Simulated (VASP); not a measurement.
# Al3GaN4 (Cm) in VASP: notebook

Runs on Al3GaN4. Level: PBEsol. Tasks: single point.

Program: VASP 6.6.1. These are calculated values, not measurements. Logs are shortened: lines on timing, memory, paths and dates and some standing lists are left out, and cuts for length are marked.

## Step 1: The cell of the first run

The structure is monoclinic, space group Cm (No. 8). Conventional cell: a = 6.232 Å, b = 6.232 Å, c = 4.407 Å, α = 90.00°, β = 90.00°, γ = 90.00°. Within 2.5 Å of Al (site symmetry m) lie 4 N at 1.90 Å. Al (site symmetry 1) has 4 N at 1.90 Å within 2.5 Å. Ga (site symmetry m) has 4 N at 1.79 to 2.12 Å within 2.4 Å. Within 2.4 Å of N (site symmetry m) lie 1 Ga at 1.79 Å and 3 Al at 1.90 Å. N (site symmetry 1) has 3 Al at 1.90 Å and 1 Ga at 1.96 Å within 2.5 Å. Within 2.5 Å of N (site symmetry m) lie 3 Al at 1.90 Å and 1 Ga at 2.12 Å.

## Step 2: Single point, PBEsol (atom 4 (Ga) moved -0.200 Å along Cartesian [1 1 0])

Contents of INCAR:

```
  ALGO = Normal
  EDIFF = 1E-6
  ENCUT = 520
  GGA = PS
  ISIF = 2
  ISMEAR = 0
  LASPH = True
  LCHARG = False
  LREAL = False
  LWAVE = False
  NBANDS = 31
  NELM = 60
  PREC = Accurate
  SIGMA = 0.05
```

Contents of KPOINTS:

```
k-points
0
Gamma
  6 6 6
```

Contents of POSCAR:

```
Al3GaN4
1.0
    4.4069948390      0.0000000000      0.0000000000
    0.0000000000      4.4069948390      0.0000000000
    0.0000000000      0.0000000000      4.4069948390
Al Ga N
3 1 4
Direct
    0.5000000000      0.5000000000      0.0000000000
    0.5000000000      0.0000000000      0.5000000000
    0.0000000000      0.5000000000      0.5000000000
   -0.0320902024     -0.0320902024      0.0000000000
    0.7447077168      0.7447077168      0.2552922832
    0.7447077168      0.2552922832      0.7447077168
    0.2552922832      0.7447077168      0.7447077168
    0.2552922832      0.2552922832      0.2552922832
```

Potentials or basis: VASP PAW PBE potentials, release 64 (Al, Ga_d, N).

The run is started by

```
$ cat potpaw_PBE.64/Al/POTCAR potpaw_PBE.64/Ga_d/POTCAR potpaw_PBE.64/N/POTCAR > POTCAR
$ mpirun -np 1 vasp_std > vasp.out
```

OUTCAR:

```text
EDIFF = 1E-6
   ENCUT = 520
   GGA = PS
   ISIF = 2
   ISMEAR = 0
   LASPH = True
   LREAL = False
   NELM = 60
   PREC = Accurate

 ion  position               nearest neighbor table
   1  0.500  0.500  0.000-   5 1.90   6 1.90   7 1.90   8 1.90   4 2.92   3 3.12   2 3.12   2 3.12
                             3 3.12   2 3.12   2 3.12   3 3.12   3 3.12   4 3.12   4 3.12
   2  0.500  0.000  0.500-   5 1.90   6 1.90   7 1.90   8 1.90   4 3.02   4 3.02   1 3.12   1 3.12
                             3 3.12   1 3.12   3 3.12   1 3.12   3 3.12   3 3.12
   3  0.000  0.500  0.500-   5 1.90   6 1.90   7 1.90   8 1.90   4 3.02   4 3.02   1 3.12   1 3.12
                             2 3.12   2 3.12   1 3.12   2 3.12   1 3.12   2 3.12
   4  0.968  0.968  0.000-   5 1.79   6 1.96   7 1.96   8 2.12   1 2.92   2 3.02   3 3.02   2 3.02
                             3 3.02   1 3.12   1 3.12
   5  0.745  0.745  0.255-   4 1.79   2 1.90   3 1.90   1 1.90
   6  0.745  0.255  0.745-   1 1.90   2 1.90   3 1.90   4 1.96
   7  0.255  0.745  0.745-   1 1.90   2 1.90   3 1.90   4 1.96
   8  0.255  0.255  0.255-   1 1.90   2 1.90   3 1.90   4 2.12

  LATTYP: Found a simple cubic cell.
 ALAT       =     4.4069948390

  Lattice vectors:

 A1 = (   4.4069948390,   0.0000000000,   0.0000000000)
 A2 = (   0.0000000000,   4.4069948390,   0.0000000000)
 A3 = (   0.0000000000,   0.0000000000,   4.4069948390)

Analysis of symmetry for initial positions (statically):
=====================================================================
 Subroutine PRICEL returns:
 Original cell was already a primitive cell.

 Routine SETGRP: Setting up the symmetry group for a
 simple cubic supercell.

 Subroutine GETGRP returns: Found  2 space group operations
 (whereof  2 operations were pure point group operations)
 out of a pool of 48 trial point group operations.

The static configuration has the point symmetry C_1h.

Analysis of symmetry for dynamics (positions and initial velocities):
=====================================================================
 Subroutine PRICEL returns:
 Original cell was already a primitive cell.

 Routine SETGRP: Setting up the symmetry group for a
 simple cubic supercell.

 Subroutine GETGRP returns: Found  2 space group operations
 (whereof  2 operations were pure point group operations)
 out of a pool of 48 trial point group operations.

The dynamic configuration has the point symmetry C_1h.

 Subroutine INISYM returns: Found  2 space group operations
 (whereof  2 operations are pure point group operations),
 and found     1 'primitive' translations

----------------------------------------------------------------------------------------

                                     Primitive cell

  volume of cell :      85.5909

  direct lattice vectors                    reciprocal lattice vectors
     4.406994839  0.000000000  0.000000000     0.226911997  0.000000000  0.000000000
     0.000000000  4.406994839  0.000000000     0.000000000  0.226911997  0.000000000
     0.000000000  0.000000000  4.406994839     0.000000000  0.000000000  0.226911997

  length of vectors
     4.406994839  4.406994839  4.406994839     0.226911997  0.226911997  0.226911997

  position of ions in fractional coordinates (direct lattice)
     0.500000000  0.500000000  0.000000000
     0.500000000  0.000000000  0.500000000
     0.000000000  0.500000000  0.500000000
     0.967909798  0.967909798  0.000000000
     0.744707717  0.744707717  0.255292283
     0.744707717  0.255292283  0.744707717
     0.255292283  0.744707717  0.744707717
     0.255292283  0.255292283  0.255292283

  ion indices of the primitive-cell ions
   primitive index   ion index
                 1           1
                 2           2
                 3           3
                 4           4
                 5           5
                 6           6
                 7           7
                 8           8

----------------------------------------------------------------------------------------

 KPOINTS: k-points

Automatic generation of k-mesh.
 Grid dimensions read from file:
 generate k-points for:    6    6    6

 Generating k-lattice:

  Cartesian coordinates                     Fractional coordinates (reciprocal lattice)
     0.037818666  0.000000000  0.000000000     0.166666667  0.000000000  0.000000000
     0.000000000  0.037818666  0.000000000     0.000000000  0.166666667  0.000000000
     0.000000000  0.000000000  0.037818666     0.000000000  0.000000000  0.166666667

  Length of vectors
     0.037818666  0.037818666  0.037818666

  Shift w.r.t. Gamma in fractional coordinates (k-lattice)
     0.000000000  0.000000000  0.000000000

 Subroutine IBZKPT returns following result:
 ===========================================

 Found     68 irreducible k-points:

 Following reciprocal coordinates:
            Coordinates               Weight
  0.000000  0.000000  0.000000      1.000000
[... 69 lines left out ...]
  ---------------------------------------------------
  ext. energy  EPLUGINS =         0.00000000
  ---------------------------------------------------
  free energy    TOTEN  =       -59.58356308 eV

  energy without entropy =      -59.58356308  energy(sigma->0) =      -59.58356308

 E-fermi :   6.0360     XC(G=0): -11.3264

 val. band max:        5.8171453208   @ k =   0.0000   0.0000   0.0000
 cond. band min:       8.2809170889   @ k =   0.0000   0.0000   0.0000
 fundamental gap:      2.4637717681
 Fermi energy:         6.0359974488

 k-point     1 :       0.0000    0.0000    0.0000
  band No.  band energies     occupation
      1      -9.7060      2.00000
      2      -8.2129      2.00000
      3      -7.8121      2.00000
      4      -7.5198      2.00000
      5      -7.1048      2.00000
      6      -7.1028      2.00000
[... 23 lines left out ...]
     30      17.5077      0.00000
     31      17.6463      0.00000

 k-point     2 :       0.1667    0.0000    0.0000
  band No.  band energies     occupation
      1      -9.5961      2.00000
      2      -8.2229      2.00000
      3      -7.8401      2.00000
      4      -7.5282      2.00000
      5      -7.1031      2.00000
      6      -7.0983      2.00000
[... 23 lines left out ...]
     30      17.6396      0.00000
     31      17.8067      0.00000

 k-point     3 :       0.0000    0.0000    0.1667
  band No.  band energies     occupation
      1      -9.5906      2.00000
      2      -8.2475      2.00000
      3      -7.8192      2.00000
      4      -7.5291      2.00000
      5      -7.1014      2.00000
      6      -7.0996      2.00000
[... 23 lines left out ...]
     30      17.7040      0.00000
     31      17.8036      0.00000

 k-point     4 :       0.3333    0.0000    0.0000
  band No.  band energies     occupation
      1      -9.3162      2.00000
      2      -8.2636      2.00000
      3      -7.9265      2.00000
      4      -7.5469      2.00000
      5      -7.1002      2.00000
      6      -7.0849      2.00000
[... 23 lines left out ...]
     30      17.3154      0.00000
     31      17.7726      0.00000

 k-point     5 :       0.0000    0.0000    0.3333
  band No.  band energies     occupation
      1      -9.2847      2.00000
      2      -8.3748      2.00000
      3      -7.8330      2.00000
      4      -7.5585      2.00000
      5      -7.0986      2.00000
      6      -7.0850      2.00000
[... 23 lines left out ...]
     30      17.2275      0.00000
     31      17.9055      0.00000
[... 542 lines left out ...]
     30      16.1548      0.00000
     31      16.1629      0.00000

 k-point    22 :       0.0000    0.3333    0.3333
  band No.  band energies     occupation
      1      -9.0411      2.00000
      2      -8.2945      2.00000
      3      -7.9266      2.00000
      4      -7.4614      2.00000
      5      -7.0854      2.00000
      6      -7.0756      2.00000
[... 23 lines left out ...]
     30      16.1220      0.00000
     31      16.2285      0.00000

 k-point    23 :      -0.3333    0.3333    0.0000
  band No.  band energies     occupation
      1      -9.0534      2.00000
      2      -8.2288      2.00000
      3      -7.9648      2.00000
      4      -7.5026      2.00000
      5      -7.0872      2.00000
      6      -7.0751      2.00000
[... 23 lines left out ...]
     30      16.0344      0.00000
     31      16.1318      0.00000

 k-point    24 :      -0.3333    0.0000    0.3333
  band No.  band energies     occupation
      1      -9.0340      2.00000
      2      -8.2658      2.00000
      3      -7.9302      2.00000
      4      -7.5305      2.00000
      5      -7.0858      2.00000
      6      -7.0777      2.00000
[... 23 lines left out ...]
     30      16.1773      0.00000
     31      16.2821      0.00000

 [... further k-points ...]
[... 5 lines left out ...]
  --------------------------------------------------------------------------------------
  -------------------------------------------------------------------------------------
  Total        0.4452510      0.4452510      1.1011571      0.8110877     -1.4032041     -1.4032032
  in kB        8.3346590      8.3346590     20.6125751     15.1827610    -26.2665972    -26.2665788
  external PRESSURE =      12.4272977 kB  Pullay stress =       0.0000000 kB

 VOLUME and BASIS-vectors are now :
 -----------------------------------------------------------------------------
  energy-cutoff  :      520.00
  volume of cell :       85.59
      direct lattice vectors                 reciprocal lattice vectors
     4.406994839  0.000000000  0.000000000     0.226911997  0.000000000  0.000000000
     0.000000000  4.406994839  0.000000000     0.000000000  0.226911997  0.000000000
     0.000000000  0.000000000  4.406994839     0.000000000  0.000000000  0.226911997

 POSITION                                       TOTAL-FORCE (eV/Angst)
 -----------------------------------------------------------------------------------
      2.20350      2.20350      0.00000        -0.669481     -0.669481      0.028013
      2.20350      0.00000      2.20350        -0.651041      0.476231     -0.011905
      0.00000      2.20350      2.20350         0.476231     -0.651041     -0.011905
      4.26557      4.26557      0.00000         2.667285      2.667285     -1.033336
      3.28192      3.28192      1.12507        -1.169346     -1.169346      1.204368
      3.28192      1.12507      3.28192        -0.061495     -0.168301      0.058583
      1.12507      3.28192      3.28192        -0.168301     -0.061495      0.058583
      1.12507      1.12507      1.12507        -0.423852     -0.423852     -0.292400
 -----------------------------------------------------------------------------------
    total drift:                               -0.000533     -0.000533      0.000240

  FREE ENERGIE OF THE ION-ELECTRON SYSTEM (eV)
  ---------------------------------------------------
  free  energy   TOTEN  =       -59.5835630789 eV

  energy  without entropy=      -59.5835630789  energy(sigma->0) =      -59.58356308
```

Wall time 90 s (1 thread of Intel Xeon 6975P-C (Granite Rapids), shared host); peak memory 0.3 GiB.

Results:

| Quantity | Value |
| --- | --- |
| Free energy | -59.5836 eV |
| Pressure | 1.2 GPa |
| Largest force | 3.911 eV/Å |
| Band gap on the k mesh | 2.46 eV |

Forces on the atoms (eV/Å):
```
Al  -0.669 -0.669  0.028
Al  -0.651  0.476 -0.012
Al   0.476 -0.651 -0.012
Ga   2.667  2.667 -1.033
N   -1.169 -1.169  1.204
N   -0.061 -0.168  0.059
N   -0.168 -0.061  0.059
N   -0.424 -0.424 -0.292
```

Caveat: the cell differs from its parent crystal (atom 4 (Ga) moved -0.200 Å along Cartesian [1 1 0]); the PAW data sets were made with another functional, which shifts forces and pressure a little. A k mesh can miss the band edges.

## Step 3: Single point, PBEsol (atom 4 (Ga) moved +0.133 Å along Cartesian [1 1 0])

Contents of INCAR:

```
SYSTEM = Al3GaN4
ALGO     = Normal         ! electronic algorithm
EDIFF    = 1E-7           ! SCF threshold, eV
ENCUT    = 520            ! plane-wave cutoff, eV
GGA      = PS             ! functional
ISIF     = 2              ! what is computed and relaxed
ISMEAR   = 0              ! smearing method
LASPH    = .True.         ! aspherical terms in the spheres
LCHARG   = .False.        ! write CHGCAR
LREAL    = .False.        ! projectors in reciprocal space
LWAVE    = .False.        ! write WAVECAR
NBANDS   = 31             ! bands
NELM     = 100            ! most SCF steps
PREC     = Accurate       ! precision mode
SIGMA    = 0.05           ! smearing width, eV
```

Contents of KPOINTS:

```
k-points
0
Gamma
  6 6 6
  0 0 0
```

POSCAR, as its differences from that of step 2:

```diff
@@ -11,3 +11,3 @@
     0.0000000000      0.5000000000      0.5000000000
-   -0.0320902024     -0.0320902024      0.0000000000
+    0.0213881199      0.0213881199      0.0000000000
     0.7447077168      0.7447077168      0.2552922832
```

Potentials or basis: VASP PAW PBE potentials, release 64 (Al, Ga_d, N).

The run is started by

```
$ cat potpaw_PBE.64/Al/POTCAR potpaw_PBE.64/Ga_d/POTCAR potpaw_PBE.64/N/POTCAR > POTCAR
$ mpirun -np 1 vasp_std > vasp.out
```

Run time: 97 s. Hardware: 1 thread of Intel Xeon 6975P-C (Granite Rapids), shared host; peak memory 0.3 GiB.

It converged, with:

```yaml
Free_energy: -59.7902 eV
Pressure: 0.5 GPa
Largest_force: 2.484 eV/Å
Band_gap_on_the_k_mesh: 2.77 eV
```

Forces on the atoms (eV/Å):
```
Al   0.441  0.441  0.013
Al   0.436 -0.318 -0.006
Al  -0.318  0.436 -0.006
Ga  -1.727 -1.727 -0.451
N    0.346  0.346 -0.257
N    0.102  0.049  0.029
N    0.049  0.102  0.029
N    0.670  0.670  0.647
```

Stress tensor (GPa, compression positive):
```
0.36 0.68 1.65
0.68 0.36 1.65
1.65 1.65 0.88
```

Levels at points of the mesh, in eV from the valence-band top:
| k point | band 18 | band 19 | band 20 | band 21 | band 22 | band 23 | band 24 | band 25 |
| --- | --- | --- | --- | --- | --- | --- | --- | --- |
| (0.00, 0.00, 0.00) | -2.00 | -0.19 | -0.11 | 0.00 | 2.77 | 3.20 | 3.28 | 3.61 |
| (0.50, 0.00, 0.00) | -1.48 | -1.33 | -1.12 | -0.84 | 5.19 | 5.53 | 5.83 | 6.13 |
| (0.00, 0.00, 0.50) | -1.32 | -1.32 | -1.05 | -1.02 | 5.18 | 5.45 | 5.93 | 6.12 |
| (0.50, 0.50, 0.00) | -0.96 | -0.77 | -0.62 | -0.55 | 6.99 | 7.22 | 7.35 | 7.74 |
| (0.00, 0.50, 0.50) | -1.02 | -0.87 | -0.63 | -0.40 | 6.97 | 7.21 | 7.42 | 7.74 |
| (0.50, 0.50, 0.50) | -0.67 | -0.62 | -0.45 | -0.17 | 5.33 | 6.74 | 6.76 | 6.80 |

Caveat: the cell differs from its parent crystal (atom 4 (Ga) moved +0.133 Å along Cartesian [1 1 0]); the PAW data sets were made with another functional, which shifts forces and pressure a little. A k mesh can miss the band edges.

## Step 4: Single point, PBEsol (atom 4 (Ga) moved +0.167 Å along Cartesian [1 1 0])

Contents of INCAR:

```
SYSTEM = Al3GaN4
ALGO = Normal
EDIFF = 1E-7
ENCUT = 520
GGA = PS
ISIF = 2
ISMEAR = 0
LASPH = .True.
LCHARG = .False.
LREAL = .False.
LWAVE = .False.
NBANDS = 31
NELM = 80
PREC = Accurate
SIGMA = 0.05
```

KPOINTS is that of step 3.

POSCAR, as its differences from that of step 3:

```diff
@@ -11,3 +11,3 @@
     0.0000000000      0.5000000000      0.5000000000
-    0.0213881199      0.0213881199      0.0000000000
+    0.0267471837      0.0267471837      0.0000000000
     0.7447077168      0.7447077168      0.2552922832
```

The run is started by

```
$ cat potpaw_PBE.64/Al/POTCAR potpaw_PBE.64/Ga_d/POTCAR potpaw_PBE.64/N/POTCAR > POTCAR
$ mpirun -np 1 vasp_std > vasp.out
```

It took 1.7 min on 1 thread of Intel Xeon 6975P-C (Granite Rapids), shared host; peak memory 0.3 GiB.

It converged, with:

* Free energy: -59.6978 eV
* Pressure: 0.9 GPa
* Largest force: 3.176 eV/Å
* Band gap on the k mesh: 2.62 eV

Forces in eV/Å, atoms in the order of the input:
```
Al   0.555  0.555  0.020
Al   0.544 -0.397 -0.009
Al  -0.397  0.544 -0.009
Ga  -2.189 -2.189 -0.710
N    0.392  0.392 -0.280
N    0.134  0.056  0.043
N    0.056  0.134  0.043
N    0.905  0.905  0.903
```

Stress tensor (GPa, compression positive):
```
0.58 1.06 2.12
1.06 0.58 2.12
2.12 2.12 1.41
```

Levels at points of the mesh, in eV from the valence-band top:
```tsv
k point	band 18	band 19	band 20	band 21	band 22	band 23	band 24	band 25
(0.00, 0.00, 0.00)	-2.01	-0.24	-0.14	0.00	2.62	3.17	3.25	3.66
(0.50, 0.00, 0.00)	-1.55	-1.41	-1.13	-0.81	5.07	5.51	5.79	6.16
(0.00, 0.00, 0.50)	-1.35	-1.35	-1.08	-1.04	5.05	5.41	5.90	6.16
(0.50, 0.50, 0.00)	-1.00	-0.83	-0.64	-0.56	6.85	7.16	7.32	7.71
(0.00, 0.50, 0.50)	-1.10	-0.95	-0.65	-0.38	6.84	7.16	7.38	7.72
(0.50, 0.50, 0.50)	-0.68	-0.62	-0.47	-0.13	5.28	6.69	6.71	6.76
```

Caveat: the cell differs from its parent crystal (atom 4 (Ga) moved +0.167 Å along Cartesian [1 1 0]); the PAW data sets were made with another functional, which shifts forces and pressure a little. A k mesh can miss the band edges.

## Step 5: Overview

| cell | gap on the mesh (eV) | pressure (GPa) | largest force (eV/Å) |
| --- | --- | --- | --- |
| as given, atomic positions A | 2.46 | 1.2 | 3.91 |
| as given, atomic positions B | 2.77 | 0.5 | 2.48 |
| as given, atomic positions C | 2.62 | 0.9 | 3.18 |

Alike in all rows: task single point; level PBEsol; potentials or basis VASP PAW PBE potentials, release 64 (Al, Ga_d, N); no spin polarisation; k mesh 6 × 6 × 6; cutoff (eV) 520; smearing gaussian 0.05 eV.

Caveats: the PAW data sets were made with another functional, which shifts forces and pressure a little.

Absolute energies hang on the potentials; compare differences alone.
